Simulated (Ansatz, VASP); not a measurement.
## In: VASP beside Ansatz

File INCAR:

```
SYSTEM = In
ALGO = Normal
EDIFF = 1E-6
ENCUT = 520
GGA = PS
ISIF = 2
ISMEAR = 0
ISPIN = 2
LASPH = .True.
LCHARG = .False.
LORBIT = 11
LREAL = .False.
LWAVE = .False.
MAGMOM = -0.58
NBANDS = 16
NELM = 150
PREC = Accurate
SIGMA = 0.05
```

The input KPOINTS:

```
k-points
0
Gamma
  10 10 10
  0 0 0
```

Contents of POSCAR:

```
In
1.0
   -1.8825252400      1.8825252400      1.8825252400
    1.8825252400     -1.8825252400      1.8825252400
    1.8825252400      1.8825252400     -1.8825252400
In
1
Direct
    0.0000000000      0.0000000000      0.0000000000
```

input.yaml

```yaml
crystal:
  lattice:
    - [-1.88252524, 1.88252524, 1.88252524]
    - [1.88252524, -1.88252524, 1.88252524]
    - [1.88252524, 1.88252524, -1.88252524]
  atoms:
    - { symbol: In, position: [0.0, 0.0, 0.0], spin: -0.58 }
hamiltonian:
  xc: pbesol
  pseudopotentials: { kind: paw }
magnetization:
  spin_polarized: true
kpoints:
  mp_grid: { grid: [10, 10, 10] }
scf:
  occupations: { method: gaussian, width: 0.05 }
output:
  forces: true
  stress: true
  eigenvalues: true
  bader: true
  populations: intrinsic
  write_density: true
  write_potential: true
  elf: true
  volumetric_format: npy
```

Alike in both runs: functional PBEsol; k mesh 10 × 10 × 10; occupations gaussian, width 0.05 eV; collinear spin.

```csv
,VASP,Ansatz
version,VASP 6.6.1,Ansatz 0.2.0
potentials or method,"VASP PAW PBE potentials, release 64 (In_d)",Ansatz PAW
plane-wave cutoff (eV),520,420
valence electrons in the cell,13,13
task,single point,atomic charges
```

```tsv
	VASP	Ansatz	Ansatz less VASP
gap on the k mesh at the Fermi level (eV)	none	none	-
pressure (GPa)	-1.3	-1.3	+0.03
net moment per atom (μB)	0.00	0.00	0.000
```

VASP's potentials were made for PBE, not for PBEsol. A gap of «none» marks a metal or a gap that the smearing closes.
